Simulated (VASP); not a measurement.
# K (Cmce) in VASP: single point with PBE

Aim: the single point of K with PBE.

Program: VASP 6.6.1. These are calculated values, not measurements. Logs are shortened: lines on timing, memory, paths and dates and some standing lists are left out, and cuts for length are marked.

**1. The cell of the first run**

It takes space group Cmce (No. 64, orthorhombic). Conventional cell: a = 12.570 Å, b = 9.974 Å, c = 9.767 Å, α = 90.00°, β = 90.00°, γ = 90.00°.

**2. Single point, PBE**

INCAR reads:

```
SYSTEM = K
PREC = Accurate
ENCUT = 520
EDIFF = 1E-7
ISMEAR = 0
SIGMA = 0.1
LREAL = .FALSE.
LASPH = .TRUE.
NELM = 100
ALGO = Normal
ISIF = 2
LWAVE = .FALSE.
LCHARG = .FALSE.
GGA = PE
NBANDS = 46
```

KPOINTS reads:

```
Automatic mesh
0
G
  4 4 2
  0 0 0
```

POSCAR reads:

```
K
1.0
    6.2847771000     -4.9869029900      0.0000000000
    6.2847771000      4.9869029900      0.0000000000
    0.0000000000      0.0000000000      9.7670775600
K
8
Direct
    0.7467929500      0.7467929500      0.5000000000
    0.2532070500      0.2532070500      0.5000000000
    0.2391031600      0.7608968400      0.2613112800
    0.7391031600      0.2608968400      0.2386887200
    0.7532070500      0.7532070500      0.0000000000
    0.2467929500      0.2467929500      0.0000000000
    0.2608968400      0.7391031600      0.7613112800
    0.7608968400      0.2391031600      0.7386887200
```

Potentials or basis: VASP PAW PBE potentials, release 64 (K_sv).

On the command line:

```bash
$ cat potpaw_PBE.64/K_sv/POTCAR > POTCAR
$ mpirun -np 1 vasp_std > vasp.out
```

OUTCAR:

```text
SYSTEM = K
   PREC = Accurate
   ENCUT = 520
   EDIFF = 1E-7
   ISMEAR = 0
   LREAL = .FALSE.
   LASPH = .TRUE.
   NELM = 100
   ISIF = 2
   GGA = PE

 ion  position               nearest neighbor table
   1  0.747  0.747  0.500-
   2  0.253  0.253  0.500-
   3  0.239  0.761  0.261-
   4  0.739  0.261  0.239-
   5  0.753  0.753  0.000-
   6  0.247  0.247  0.000-
   7  0.261  0.739  0.761-
   8  0.761  0.239  0.739-

  LATTYP: Found a base centered orthorhombic cell.
 ALAT       =     9.9738059800
 B/A-ratio  =     1.2602565385
 C/A-ratio  =     0.9792728653

  Lattice vectors:

 A1 = (  -6.2847771000,  -4.9869029900,   0.0000000000)
 A2 = (   6.2847771000,  -4.9869029900,   0.0000000000)
 A3 = (   0.0000000000,   0.0000000000,   9.7670775600)

Analysis of symmetry for initial positions (statically):
=====================================================================
 Subroutine PRICEL returns:
 Original cell was already a primitive cell.

 Routine SETGRP: Setting up the symmetry group for a
 base centered orthorhombic supercell.

 Subroutine GETGRP returns: Found  8 space group operations
 (whereof  4 operations were pure point group operations)
 out of a pool of  8 trial point group operations.

The static configuration has the point symmetry C_2h.
 The point group associated with its full space group is D_2h.

Analysis of symmetry for dynamics (positions and initial velocities):
=====================================================================
 Subroutine PRICEL returns:
 Original cell was already a primitive cell.

 Routine SETGRP: Setting up the symmetry group for a
 base centered orthorhombic supercell.

 Subroutine GETGRP returns: Found  8 space group operations
 (whereof  4 operations were pure point group operations)
 out of a pool of  8 trial point group operations.

The dynamic configuration has the point symmetry C_2h.
 The point group associated with its full space group is D_2h.

 Subroutine INISYM returns: Found  8 space group operations
[... 92 lines left out ...]
   ISPIN  =      1    spin polarized calculation?
   LNONCOLLINEAR =      F non collinear calculations
   LSORBIT =      F    spin-orbit coupling
   LASPH  =      T    aspherical Exc in radial PAW
   ENCUT  =  520.0 eV  38.22 Ry    6.18 a.u.  14.92 14.92 18.16*2*pi/ulx,y,z
   NELM   =    100;   NELMIN=  2; NELMDL= -5     # of ELM steps
   EDIFF  = 0.1E-06   stopping-criterion for ELM
   LREAL  =      F    real-space projection
   EDIFFG = 0.1E-05   stopping-criterion for IOM
   NSW    =      0    number of steps for IOM
   IBRION =     -1    ionic relax: 0-MD 1-quasi-New 2-CG
   NFREE  =      0    steps in history (QN), initial steepest desc. (CG)
   ISIF   =      2    stress and relaxation
   ISYM   =      2    0-nonsym 1-usesym 2-fastsym
   POTIM  = 0.5000    time-step for ionic-motion
   TEBEG  =    0.0;   TEEND  =   0.0 temperature during run
   PSTRESS=    0.0 pullay stress
   NELECT =      72.0000    total number of electrons
   NUPDOWN=      -1.0000    fix difference up-down
   EMIN   =  10.00;   EMAX   =-10.00  energy-range for DOS
   EFERMI =   0.00;   METHOD = LEGACY
   ISMEAR =     0;   SIGMA  =   0.10  broadening in eV -4-tet -1-fermi 0-gaus
   EFERMI_NEDOS =   21; number of points for ismear=-14 and -15
   IALGO  =     38    algorithm
   IMIX   =      4    mixing-type and parameters
     AMIX     =   0.40;   BMIX     =  1.00
     AMIX_MAG =   1.60;   BMIX_MAG =  1.00
  volume/ion in A,a.u.               =      76.53       516.44
  Fermi-wavevector in a.u.,A,eV,Ry     =   0.802073  1.515698  8.752913  0.643321
  Thomas-Fermi vector in A             =   1.909681
   LORBIT       =      0    0 simple, 1 ext, 2 COOP (PROOUT), +10 PAW based schemes
   GGA     = PE    functional components
   LHFCALC =     F    Hartree Fock is set to
   AEXX    =    0.0000 exact exchange contribution
   IVDW    =     0    specifies the selected vdW correction
   LEPSILON=     F    determine dielectric tensor
   LRPA    =     F    only Hartree local field effects (RPA)
 non-spin polarized calculation
 Gauss-broadening in eV      SIGMA  =   0.10
  energy-cutoff  :      520.00
  volume of cell :      612.23
 maximum number of plane-waves:     16548
   NGX = 29   NGY = 29   NGZ = 37

 number of electron      72.0000006 magnetization

 Free energy of the ion-electron system (eV)
  ---------------------------------------------------
  ext. energy  EPLUGINS =         0.00000000
  ---------------------------------------------------
  free energy    TOTEN  =        -8.32605437 eV

  energy without entropy =       -8.29843684  energy(sigma->0) =       -8.31224560

 E-fermi :  -0.2221     XC(G=0):  -5.5561

 val. band max:       -0.2337493965   @ k =   0.5000   0.2500   0.5000
 cond. band min:      -0.0918619458   @ k =   0.2500   0.2500   0.0000
 fundamental gap:      0.1418874507
 Fermi energy:        -0.2221258203

 k-point     1 :       0.0000    0.0000    0.0000
  band No.  band energies     occupation
      1     -32.3613      2.00000
      2     -32.3584      2.00000
      3     -32.3584      2.00000
      4     -32.3581      2.00000
      5     -32.3579      2.00000
      6     -32.3577      2.00000
[... 675 lines left out ...]
     45       2.0085      0.00000
     46       2.0085      0.00000

------------------------ aborting loop because EDIFF is reached ----------------------------------------

  FORCE on cell =-STRESS in cart. coord.  units (eV):
  Direction    XX          YY          ZZ          XY          YZ          ZX
  --------------------------------------------------------------------------------------
  -------------------------------------------------------------------------------------
  Total       -0.4790451     -0.7215511     -0.1161519      0.0000000      0.0000000      0.0000000
  in kB       -1.2536362     -1.8882620     -0.3039635      0.0000000      0.0000000      0.0000000
  external PRESSURE =      -1.1486206 kB  Pullay stress =       0.0000000 kB

 VOLUME and BASIS-vectors are now :
 -----------------------------------------------------------------------------
  energy-cutoff  :      520.00
  volume of cell :      612.23
      direct lattice vectors                 reciprocal lattice vectors
     6.284777100 -4.986902990  0.000000000     0.079557316 -0.100262628  0.000000000
     6.284777100  4.986902990  0.000000000     0.079557316  0.100262628  0.000000000
     0.000000000  0.000000000  9.767077560     0.000000000  0.000000000  0.102384771

 POSITION                                       TOTAL-FORCE (eV/Angst)
 -----------------------------------------------------------------------------------
      9.38685      0.00000      4.88354         0.008762      0.000000     -0.000000
      3.18270      0.00000      4.88354        -0.008762      0.000000      0.000000
      6.28478      2.60213      2.55225         0.000000     -0.020380     -0.020461
      6.28478     -2.38477      2.33129         0.000000     -0.020380      0.020461
      9.46748      0.00000      0.00000        -0.008762      0.000000      0.000000
      3.10208      0.00000      0.00000         0.008762      0.000000     -0.000000
      6.28478      2.38477      7.43579         0.000000      0.020380     -0.020461
      6.28478     -2.60213      7.21483         0.000000      0.020380      0.020461
 -----------------------------------------------------------------------------------
    total drift:                               -0.000000     -0.000000      0.000000

  FREE ENERGIE OF THE ION-ELECTRON SYSTEM (eV)
  ---------------------------------------------------
  free  energy   TOTEN  =        -8.3260543681 eV

  energy  without entropy=       -8.2984368402  energy(sigma->0) =       -8.31224560
```

OSZICAR:

```text
N       E                     dE             d eps       ncg     rms          rms(c)
DAV:   1     0.575292520035E+03    0.57529E+03   -0.30158E+04  1368   0.124E+03
DAV:   2     0.399794180352E+02   -0.53531E+03   -0.52798E+03  1502   0.358E+02
DAV:   3    -0.507620623634E+01   -0.45056E+02   -0.44330E+02  1792   0.796E+01
DAV:   4    -0.809735423543E+01   -0.30211E+01   -0.30082E+01  2018   0.199E+01
DAV:   5    -0.831712725895E+01   -0.21977E+00   -0.21968E+00  1804   0.347E+00    0.541E+00
DAV:   6    -0.832184987718E+01   -0.47226E-02   -0.41790E-02  1570   0.689E-01    0.333E+00
DAV:   7    -0.832536361542E+01   -0.35137E-02   -0.21668E-02  1768   0.566E-01    0.145E-01
DAV:   8    -0.832587743495E+01   -0.51382E-03   -0.19432E-03  1848   0.187E-01    0.815E-02
DAV:   9    -0.832604265975E+01   -0.16522E-03   -0.12394E-04  1554   0.585E-02    0.418E-02
DAV:  10    -0.832605449683E+01   -0.11837E-04   -0.51487E-05  1516   0.301E-02    0.666E-03
DAV:  11    -0.832605600531E+01   -0.15085E-05   -0.27100E-06  1722   0.616E-03    0.680E-03
DAV:  12    -0.832605442539E+01    0.15799E-05   -0.24406E-07  1084   0.226E-03    0.183E-03
DAV:  13    -0.832605389088E+01    0.53451E-06   -0.76766E-08   848   0.158E-03    0.845E-04
DAV:  14    -0.832605417581E+01   -0.28493E-06   -0.29722E-08   824   0.989E-04    0.539E-04
DAV:  15    -0.832605434291E+01   -0.16710E-06   -0.15436E-08   824   0.600E-04    0.273E-04
DAV:  16    -0.832605436808E+01   -0.25169E-07   -0.88769E-09   806   0.497E-04
   1 F= -.83260544E+01 E0= -.83122456E+01  d E =-.276175E-01
```

Wall time 6.8 min (1 thread of Intel Xeon Platinum 8259CL at 2.50GHz (Skylake/Cascade Lake), shared host); peak memory 0.72 GiB.

What came out:

```yaml
Free_energy: -8.3261 eV
Pressure: -0.1 GPa
Largest_force: 0.029 eV/Å
Band_gap_on_the_k_mesh: zero (band 36 reaches 0.55 eV, above the bottom of band 37 at -0.47 eV)
```

Forces on the atoms (eV/Å):
```
K    0.009  0.000  0.000
K   -0.009  0.000  0.000
K    0.000 -0.020 -0.020
K    0.000 -0.020  0.020
K   -0.009  0.000  0.000
K    0.009  0.000  0.000
K    0.000  0.020 -0.020
K    0.000  0.020  0.020
```

Stress tensor (GPa, compression positive):
```
-0.13  0.00  0.00
 0.00 -0.19  0.00
 0.00  0.00 -0.03
```
